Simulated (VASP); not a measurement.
Wanted: the native input for a VASP 6.6.1 run.

```
Task                   : electric field gradients
Functional             : PBE
Potentials or basis    : VASP PAW PBE potentials, release 64 (In_d, P)
Cutoff                 : 520 eV
k mesh                 : 11 × 11 × 11
Occupations            : fermi-dirac, width 0.03 eV
Spin                   : no spin polarisation
Dipole correction      : no
Further INCAR settings : ALGO = Normal; EDIFF = 1e-08; NBANDS = 16
```

The structure of InP lies in POSCAR:

```
InP
1.0
    0.0000000000      2.9547201066      2.9547201066
    2.9547201066      0.0000000000      2.9547201066
    2.9547201066      2.9547201066      0.0000000000
In P
1 1
Direct
    0.0000000000      0.0000000000      0.0000000000
    0.7500000000      0.7500000000      0.7500000000
```

This cell differs from its parent crystal: volume scaled by 1.025.

One way to write it, as run:

INCAR

```
PREC = Accurate
ENCUT = 520
EDIFF = 1E-8
ISMEAR = -1
SIGMA = 0.03
LREAL = F
LASPH = T
NELM = 80
ALGO = Normal
ISIF = 2
LWAVE = F
LCHARG = F
GGA = PE
LEFG = T
NBANDS = 16
```

KPOINTS

```
Automatic mesh
0
Gamma
  11 11 11
```

Potentials or basis: VASP PAW PBE potentials, release 64 (In_d, P).

Run with:

```console
$ cat potpaw_PBE.64/In_d/POTCAR potpaw_PBE.64/P/POTCAR > POTCAR
$ mpirun -np 1 vasp_std > vasp.out
```

Results of the run:

```
Pressure               : 1.5 GPa
Band gap on the k mesh : 0.58 eV, direct
```

Caveat: without QUAD_EFG the Cq values of the log hold for a quadrupole moment of 1 mb, not for the nuclei; spin-orbit coupling is left out, which moves the levels of the heavy elements.

Wall time 50 s on 1 thread of Intel(R) Xeon(R) Platinum 8259CL CPU @ 2.50GHz (Skylake/Cascade Lake), with other jobs on the host, peak memory 0.2 GiB.
